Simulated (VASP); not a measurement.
Wanted: the native input for a VASP 6.6.1 run.

* Task: single point
* Functional: PBEsol
* Potentials or basis: VASP PAW PBE potentials, release 64 (K_sv, F)
* Cutoff: 520 eV
* k mesh: 9 × 9 × 9
* Occupations: fermi-dirac, width 0.02 eV
* Spin: no spin polarisation
* Dipole correction: no
* Further INCAR settings: ALGO = Normal; EDIFF = 1e-06; NBANDS = 15

The structure of KF lies in POSCAR:

```
KF
1.0
    3.2589550000      0.0000000000      0.0000000000
    0.0000000000      3.2589550000      0.0000000000
    0.0000000000      0.0000000000      3.2589550000
K F
1 1
Direct
    0.0000000000      0.0000000000      0.0000000000
    0.5000000000      0.5000000000      0.5000000000
```

One way to write it, as run:

INCAR

```
SYSTEM = KF
ALGO = Normal ; EDIFF = 1E-6
ENCUT = 520 ; GGA = PS
ISIF = 2 ; ISMEAR = -1
LASPH = .True. ; LCHARG = .True.
LELF = .True. ; LREAL = .False.
LVHAR = .True. ; LWAVE = .False.
NBANDS = 15 ; NELM = 80
PREC = Accurate ; SIGMA = 0.02
```

KPOINTS

```
k-points
0
Gamma
  9 9 9
  0 0 0
```

Potentials or basis: VASP PAW PBE potentials, release 64 (K_sv, F).

The run is started by

```sh
$ cat potpaw_PBE.64/K_sv/POTCAR potpaw_PBE.64/F/POTCAR > POTCAR
$ mpirun -np 1 vasp_std > vasp.out
```

It gave:

```json
{
  "Pressure": "-2.5 GPa",
  "Band gap on the k mesh": "6.11 eV, indirect (least direct gap 6.15 eV)"
}
```

Caveat: the PAW data sets were made with another functional, which shifts forces and pressure a little.

Run time: 7.6 s on 1 thread of AMD EPYC 9R45 96-Core Processor (Zen 5) (shared host), peak memory 0.11 GiB.
